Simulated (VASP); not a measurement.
Wanted: the native input for a VASP 6.6.1 run.

| Property | Result |
| --- | --- |
| Task | single point |
| Functional | PBEsol |
| Potentials or basis | VASP PAW PBE potentials, release 64 (Sn_d, Zn, Cu, S) |
| Cutoff | 520 eV |
| k mesh | 6 × 6 × 6 |
| Occupations | fermi-dirac, width 0.05 eV |
| Spin | no spin polarisation |
| Dipole correction | no |
| Further INCAR settings | ALGO = Normal; EDIFF = 1e-07; NBANDS = 46 |

The structure of ZnCu2SnS4 lies in POSCAR:

```
ZnCu2SnS4
1.0
   -2.8064312016      2.8064312016      5.3955884400
    2.8064312016     -2.8064312016      5.3955884400
    2.8064312016      2.8064312016     -5.3955884400
Sn Zn Cu S
1 1 2 4
Direct
    0.5000000000      0.5000000000      0.0000000000
    0.0000000000      0.0000000000      0.0000000000
    0.7500000000      0.2500000000      0.5000000000
    0.2500000000      0.7500000000      0.5000000000
    0.1087770700      0.1087770700      0.4840744100
    0.6247026600      0.6247026600      0.5159255900
    0.3752973400      0.8912229300      0.0000000000
    0.8912229300      0.3752973400      0.0000000000
```

One way to write it, as run:

INCAR

```
PREC = Accurate
ENCUT = 520
EDIFF = 1E-7
ISMEAR = -1
SIGMA = 0.05
LREAL = False
LASPH = True
NELM = 100
ALGO = Normal
ISIF = 2
LWAVE = False
LCHARG = True
GGA = PS
LELF = True
LVHAR = True
NBANDS = 46
```

KPOINTS

```
Automatic mesh
0
Gamma
  6 6 6
```

Potentials or basis: VASP PAW PBE potentials, release 64 (Sn_d, Zn, Cu, S).

The run is started by

```bash
$ cat potpaw_PBE.64/Sn_d/POTCAR potpaw_PBE.64/Zn/POTCAR potpaw_PBE.64/Cu/POTCAR potpaw_PBE.64/S/POTCAR > POTCAR
$ mpirun -np 1 vasp_std > vasp.out
```

Results of the run:

```
Pressure               : -5.7 GPa
Largest force          : 0.137 eV/Å
Band gap on the k mesh : zero (filled and empty bands touch)
```

Caveat: the cell stands under tension; the PAW data sets were made with another functional, which shifts forces and pressure a little; spin-orbit coupling is left out, which moves the levels of the heavy elements.

Wall time 4.3 min on 1 thread of Intel(R) Xeon(R) 6975P-C (Granite Rapids), with other jobs on the host, peak memory 0.49 GiB.
